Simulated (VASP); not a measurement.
# Si8O15 (a cell with a defect) in VASP: notebook

The runs below take Si8O15 (a cell with a defect) through single point, with PBE+D3(BJ).

All numbers are computed with VASP 6.6.1; they aren't measurements. Logs are shortened: lines on timing, memory, paths and dates and some standing lists are left out, and cuts for length are marked.

### Step 1. The cell of the first run

The cell holds a defect, 23 atoms: a = 5.930 Å, b = 5.930 Å, c = 5.341 Å, α = 90.00°, β = 90.00°, γ = 90.00°.

### Step 2. Single point, PBE+D3(BJ)

File INCAR:

```
SYSTEM = Si8O15
ALGO = Normal
EDIFF = 1E-7
ENCUT = 520
GGA = PE
ISIF = 2
ISMEAR = 0
IVDW = 12
LASPH = .TRUE.
LCHARG = .FALSE.
LREAL = Auto
LWAVE = .FALSE.
NBANDS = 78
NELECT = 120.0
NELM = 60
PREC = Accurate
SIGMA = 0.02
```

File KPOINTS:

```
k-points
0
G
  2 2 2
  0 0 0
```

File POSCAR:

```
Si8O15
1.0
   -4.1929000000     -4.1929000000      0.0000000000
    4.1929000000     -4.1929000000      0.0000000000
    0.0000000000      0.0000000000      5.3408000000
Si O
8 15
Direct
    0.5382141239      0.5001874598      0.0001788122
   -0.0099471726      0.5001797086      0.2755356875
    0.4919133535      0.5001849555      0.5001788122
   -0.0099523003      0.5001826898      0.7248202516
   -0.0012010780      0.0001819743      0.0001788122
    0.4974522407      0.0001849555      0.2484092271
    0.0022758711      0.0001842400      0.5001788122
    0.4974536717      0.0001863865      0.7519480228
   -0.1317911231      0.5001905602      0.0001778760
    0.0036295881      0.2001212764      0.2519684317
    0.0036299459      0.8002487538      0.2519708658
    0.1944865129      0.5001849555      0.5001810590
    0.0036263684      0.2001216342      0.7483890054
    0.7928703284      0.5001841208      0.5001760036
    0.0036268454      0.8002487538      0.7483863841
    0.6945940757      0.0001863865      0.0001793739
    0.4954198765      0.6886605929      0.2401737567
    0.3024515252      0.0001855518      0.0001778760
    0.4954184455      0.3117136111      0.2401716971
    0.6930336998      0.0001884137      0.5001776887
    0.4954230962      0.6886604737      0.7601833059
    0.3072309142      0.0001882945      0.5001793739
    0.4954223807      0.3117132534      0.7601849910
```

Potentials or basis: VASP PAW PBE potentials, release 64 (Si, O).

Command:

```sh
$ cat potpaw_PBE.64/Si/POTCAR potpaw_PBE.64/O/POTCAR > POTCAR
$ mpirun -np 1 vasp_std > vasp.out
```

OUTCAR:

```text
SYSTEM = Si8O15
   EDIFF = 1E-7
   ENCUT = 520
   GGA = PE
   ISIF = 2
   ISMEAR = 0
   IVDW = 12
   LASPH = .TRUE.
   LREAL = Auto
   NELECT = 120.0
   NELM = 60
   PREC = Accurate
 IVDW          = 12

 ion  position               nearest neighbor table
   1  0.538  0.500  0.000-  19 1.72  23 1.72  21 1.72  17 1.72   9 1.96   3 2.68   3 2.68   4 3.06
                             2 3.06
   2  0.990  0.500  0.276-   9 1.64  14 1.68  12 1.71  10 1.79  11 1.79   4 2.40   4 2.94   1 3.06

   3  0.492  0.500  0.500-  12 1.76  23 1.78  19 1.78  21 1.78  17 1.78  14 1.78   1 2.68   1 2.68

   4  0.990  0.500  0.725-   9 1.64  14 1.68  12 1.71  13 1.79  15 1.79   2 2.40   2 2.94   1 3.06

   5  0.999  0.000  0.000-  11 1.79  15 1.79  10 1.79  13 1.79  18 1.80  16 1.80   7 2.67   7 2.67

   6  0.497  0.000  0.248-  22 1.76  18 1.76  16 1.77  20 1.78  17 1.85  19 1.85   8 2.65   8 2.69

   7  0.002  0.000  0.500-  15 1.78  11 1.78  10 1.78  13 1.78  22 1.81  20 1.83   5 2.67   5 2.67

   8  0.497  0.000  0.752-  22 1.76  18 1.76  16 1.77  20 1.78  21 1.85  23 1.85   6 2.65   6 2.69

   9  0.868  0.500  0.000-   4 1.64   2 1.64   1 1.96
  10  0.004  0.200  0.252-   7 1.78   2 1.79   5 1.79
  11  0.004  0.800  0.252-   7 1.78   2 1.79   5 1.79
  12  0.194  0.500  0.500-   4 1.71   2 1.71   3 1.76
  13  0.004  0.200  0.748-   7 1.78   4 1.79   5 1.79
  14  0.793  0.500  0.500-   4 1.68   2 1.68   3 1.78
  15  0.004  0.800  0.748-   7 1.78   4 1.79   5 1.79
  16  0.695  0.000  0.000-   6 1.77   8 1.77   5 1.80
  17  0.495  0.689  0.240-   1 1.72   3 1.78   6 1.85
  18  0.302  0.000  0.000-   8 1.76   6 1.76   5 1.80
  19  0.495  0.312  0.240-   1 1.72   3 1.78   6 1.85
  20  0.693  0.000  0.500-   6 1.78   8 1.78   7 1.83
  21  0.495  0.689  0.760-   1 1.72   3 1.78   8 1.85
  22  0.307  0.000  0.500-   8 1.76   6 1.76   7 1.81
  23  0.495  0.312  0.760-   1 1.72   3 1.78   8 1.85

  LATTYP: Found a simple tetragonal cell.
 ALAT       =     5.9296560457
 C/A-ratio  =     0.9006930518

  Lattice vectors:

 A1 = (  -4.1929000000,  -4.1929000000,   0.0000000000)
 A2 = (   4.1929000000,  -4.1929000000,   0.0000000000)
 A3 = (   0.0000000000,   0.0000000000,   5.3408000000)

Analysis of symmetry for initial positions (statically):
=====================================================================
 Subroutine PRICEL returns:
 Original cell was already a primitive cell.

 Routine SETGRP: Setting up the symmetry group for a
 simple tetragonal supercell.

 Subroutine GETGRP returns: Found  2 space group operations
 (whereof  1 operations were pure point group operations)
 out of a pool of 16 trial point group operations.

The static configuration has the point symmetry C_1 .
 The point group associated with its full space group is C_1h.

Analysis of symmetry for dynamics (positions and initial velocities):
=====================================================================
 Subroutine PRICEL returns:
 Original cell was already a primitive cell.

 Routine SETGRP: Setting up the symmetry group for a
 simple tetragonal supercell.

 Subroutine GETGRP returns: Found  2 space group operations
 (whereof  1 operations were pure point group operations)
 out of a pool of 16 trial point group operations.

The dynamic configuration has the point symmetry C_1 .
 The point group associated with its full space group is C_1h.

 Subroutine INISYM returns: Found  2 space group operations
 (whereof  1 operations are pure point group operations),
 and found     1 'primitive' translations

----------------------------------------------------------------------------------------

                                     Primitive cell

  volume of cell :     187.7869

  direct lattice vectors                    reciprocal lattice vectors
    -4.192900000 -4.192900000  0.000000000    -0.119249207 -0.119249207  0.000000000
     4.192900000 -4.192900000  0.000000000     0.119249207 -0.119249207  0.000000000
     0.000000000  0.000000000  5.340800000     0.000000000  0.000000000  0.187237867

  length of vectors
     5.929656046  5.929656046  5.340800000     0.168643846  0.168643846  0.187237867

  position of ions in fractional coordinates (direct lattice)
     0.538214124  0.500187460  0.000178812
     0.990052827  0.500179709  0.275535688
     0.491913354  0.500184956  0.500178812
     0.990047700  0.500182690  0.724820252
     0.998798922  0.000181974  0.000178812
     0.497452241  0.000184956  0.248409227
[... 15 lines left out ...]
     0.307230914  0.000188294  0.500179374
     0.495422381  0.311713253  0.760184991

  ion indices of the primitive-cell ions
   primitive index   ion index
                 1           1
                 2           2
                 3           3
                 4           4
                 5           5
                 6           6
[... 15 lines left out ...]
                22          22
                23          23

----------------------------------------------------------------------------------------

 KPOINTS: k-points

Automatic generation of k-mesh.
 Grid dimensions read from file:
 generate k-points for:    2    2    2

 Generating k-lattice:

  Cartesian coordinates                     Fractional coordinates (reciprocal lattice)
    -0.059624603 -0.059624603  0.000000000     0.500000000  0.000000000  0.000000000
     0.059624603 -0.059624603  0.000000000     0.000000000  0.500000000  0.000000000
     0.000000000  0.000000000  0.093618933     0.000000000  0.000000000  0.500000000

  Length of vectors
     0.084321923  0.084321923  0.093618933

  Shift w.r.t. Gamma in fractional coordinates (k-lattice)
     0.000000000  0.000000000  0.000000000

 Subroutine IBZKPT returns following result:
 ===========================================

 Found      8 irreducible k-points:

 Following reciprocal coordinates:
            Coordinates               Weight
  0.000000  0.000000  0.000000      1.000000
  0.500000  0.000000  0.000000      1.000000
  0.000000  0.500000  0.000000      1.000000
  0.500000  0.500000  0.000000      1.000000
  0.000000  0.000000  0.500000      1.000000
  0.500000  0.000000  0.500000      1.000000
  0.000000  0.500000  0.500000      1.000000
  0.500000  0.500000  0.500000      1.000000
   k-points           NKPTS =      8   k-points in BZ     NKDIM =      8   number of bands    NBANDS=     78
   number of dos      NEDOS =    301   number of ions     NIONS =     23
   total plane-waves  NPLWV =  92160
   dimension x,y,z NGX =    48 NGY =   48 NGZ =   40
   dimension x,y,z NGXF=    96 NGYF=   96 NGZF=   80
   ions per type =               8  15
   NGX,Y,Z   is equivalent  to a cutoff of  13.46, 13.46, 12.45 a.u.
   NGXF,Y,Z  is equivalent  to a cutoff of  26.91, 26.91, 24.90 a.u.
 SYSTEM =  Si8O15
   PREC   = accura    normal or accurate (medium, high low for compatibility)
   ISTART =      0    job   : 0-new  1-cont  2-samecut
   ICHARG =      2    charge: 1-file 2-atom 10-const
   ISPIN  =      1    spin polarized calculation?
   LNONCOLLINEAR =      F non collinear calculations
   LSORBIT =      F    spin-orbit coupling
   LASPH  =      T    aspherical Exc in radial PAW
   ENCUT  =  520.0 eV  38.22 Ry    6.18 a.u.  11.03 11.03  9.93*2*pi/ulx,y,z
   NELM   =     60;   NELMIN=  2; NELMDL= -5     # of ELM steps
   EDIFF  = 0.1E-06   stopping-criterion for ELM
   LREAL  =      T    real-space projection
   EDIFFG = 0.1E-05   stopping-criterion for IOM
   NSW    =      0    number of steps for IOM
   IBRION =     -1    ionic relax: 0-MD 1-quasi-New 2-CG
   NFREE  =      0    steps in history (QN), initial steepest desc. (CG)
   ISIF   =      2    stress and relaxation
   ISYM   =      2    0-nonsym 1-usesym 2-fastsym
   POTIM  = 0.5000    time-step for ionic-motion
   TEBEG  =    0.0;   TEEND  =   0.0 temperature during run
   PSTRESS=    0.0 pullay stress
   NELECT =     120.0000    total number of electrons
   NUPDOWN=      -1.0000    fix difference up-down
   EMIN   =  10.00;   EMAX   =-10.00  energy-range for DOS
   EFERMI =   0.00;   METHOD = LEGACY
   ISMEAR =     0;   SIGMA  =   0.02  broadening in eV -4-tet -1-fermi 0-gaus
   EFERMI_NEDOS =   21; number of points for ismear=-14 and -15
   IALGO  =     38    algorithm
   IMIX   =      4    mixing-type and parameters
     AMIX     =   0.40;   BMIX     =  1.00
     AMIX_MAG =   1.60;   BMIX_MAG =  1.00
  volume/ion in A,a.u.               =       8.16        55.10
  Fermi-wavevector in a.u.,A,eV,Ry     =   1.410090  2.664684 27.053193  1.988354
  Thomas-Fermi vector in A             =   2.532079
   LORBIT       =      0    0 simple, 1 ext, 2 COOP (PROOUT), +10 PAW based schemes
   GGA     = PE    functional components
   LHFCALC =     F    Hartree Fock is set to
   AEXX    =    0.0000 exact exchange contribution
   IVDW    =    12    specifies the selected vdW correction
   LEPSILON=     F    determine dielectric tensor
   LRPA    =     F    only Hartree local field effects (RPA)
 non-spin polarized calculation
 Gauss-broadening in eV      SIGMA  =   0.02
  energy-cutoff  :      520.00
  volume of cell :      187.79
 maximum number of plane-waves:      5080
 NGX is ok and might be reduce to    48
   NGX = 23   NGY = 23   NGZ = 19

 number of electron     119.9999958 magnetization

 Free energy of the ion-electron system (eV)
  ---------------------------------------------------
  ext. energy  EPLUGINS =         0.00000000
  ---------------------------------------------------
  free energy    TOTEN  =      -192.49754753 eV

  energy without entropy =     -192.49754753  energy(sigma->0) =     -192.49754753

 E-fermi :   7.7226     XC(G=0): -11.8532

 val. band max:        7.6344506254   @ k =   0.0000   0.0000   0.0000
 cond. band min:       9.9398396352   @ k =   0.0000   0.0000   0.0000
 fundamental gap:      2.3053890098
 Fermi energy:         7.7225628390

 k-point     1 :       0.0000    0.0000    0.0000
  band No.  band energies     occupation
      1     -14.8252      2.00000
      2     -13.2385      2.00000
      3     -13.0203      2.00000
      4     -12.6644      2.00000
      5     -12.1153      2.00000
      6     -12.0448      2.00000
[... 64 lines left out ...]
     71      16.4104      0.00000
     72      17.4810      0.00000
[... 523 lines left out ...]
     71      17.2577      0.00000
     72      17.5059      0.00000
 [bands above 72 left out]

------------------------ aborting loop because EDIFF is reached ----------------------------------------

 Edisp (eV)   -5.43522

 E8    (eV) :    -1.8833

  FORCE on cell =-STRESS in cart. coord.  units (eV):
  Direction    XX          YY          ZZ          XY          YZ          ZX
  --------------------------------------------------------------------------------------
  -------------------------------------------------------------------------------------
  Total     -26.21550   -26.22108    -9.43712     4.47426     0.00000     0.00000
  in kB    -223.66780  -223.71540   -80.51644    38.17389     0.00000     0.00000
  external pressure =     -175.97 kB  Pullay stress =        0.00 kB

 VOLUME and BASIS-vectors are now :
 -----------------------------------------------------------------------------
  energy-cutoff  :      520.00
  volume of cell :      187.79
      direct lattice vectors                 reciprocal lattice vectors
    -4.192900000 -4.192900000  0.000000000    -0.119249207 -0.119249207  0.000000000
     4.192900000 -4.192900000  0.000000000     0.119249207 -0.119249207  0.000000000
     0.000000000  0.000000000  5.340800000     0.000000000  0.000000000  0.187237867

 POSITION                                       TOTAL-FORCE (eV/Angst)
 -----------------------------------------------------------------------------------
     -0.15944     -4.35391      0.00096        -0.803398     -0.802428      0.000000
     -2.05399     -6.24840      1.47158         0.145625      0.146088     -0.219932
      0.03468     -4.15977      2.67136         0.088594      0.088006      0.000000
     -2.05396     -6.24839      3.87112         0.145625      0.146088      0.219932
     -4.18710     -4.18863      0.00096        -0.107906     -0.109059      0.000000
     -2.08499     -2.08654      1.32670        -0.075337     -0.074668     -0.023516
[... 15 lines left out ...]
     -1.28740     -1.28898      2.67136        -0.029667     -0.029833      0.000000
     -0.77027     -3.38424      4.06000        -0.068242      0.005591     -0.052518
 -----------------------------------------------------------------------------------
    total drift:                               -0.001726     -0.012129      0.030104

  FREE ENERGIE OF THE ION-ELECTRON SYSTEM (eV)
  ---------------------------------------------------
  free  energy   TOTEN  =      -197.9327644929 eV

  energy  without entropy=     -197.9327644929  energy(sigma->0) =     -197.93276449
```

It took 7.9 min on 1 thread of AMD EPYC 7R13, shared host; peak memory 0.28 GiB.

What came out:

```
Free energy                : -197.9328 eV
Largest force              : 2.509 eV/Å
Dispersion energy per atom : -0.236 eV
```

Forces on the atoms (eV/Å):
```
Si  -0.803 -0.802  0.000
Si   0.146  0.146 -0.220
Si   0.089  0.088  0.000
Si   0.146  0.146  0.220
Si  -0.108 -0.109  0.000
Si  -0.075 -0.075 -0.024
Si  -0.155 -0.156  0.000
Si  -0.075 -0.075  0.024
O    1.774  1.775  0.000
O   -0.047 -0.228 -0.202
O   -0.227 -0.046 -0.203
O    0.087  0.088  0.000
O   -0.047 -0.228  0.202
O    0.032  0.032  0.000
O   -0.227 -0.046  0.203
O   -0.120 -0.120  0.000
O    0.007 -0.069  0.052
O   -0.046 -0.045  0.000
O   -0.068  0.006  0.053
O   -0.190 -0.190  0.000
O    0.007 -0.069 -0.052
O   -0.030 -0.030  0.000
O   -0.068  0.006 -0.053
```

Caveat: the k points lie up to 0.59 Å⁻¹ apart; the cell carries a net charge on a neutralising background, which shifts energy and pressure; the cell is charged against a uniform background, so pressure and absolute levels hang on convention.

[end of part 1 of 2]
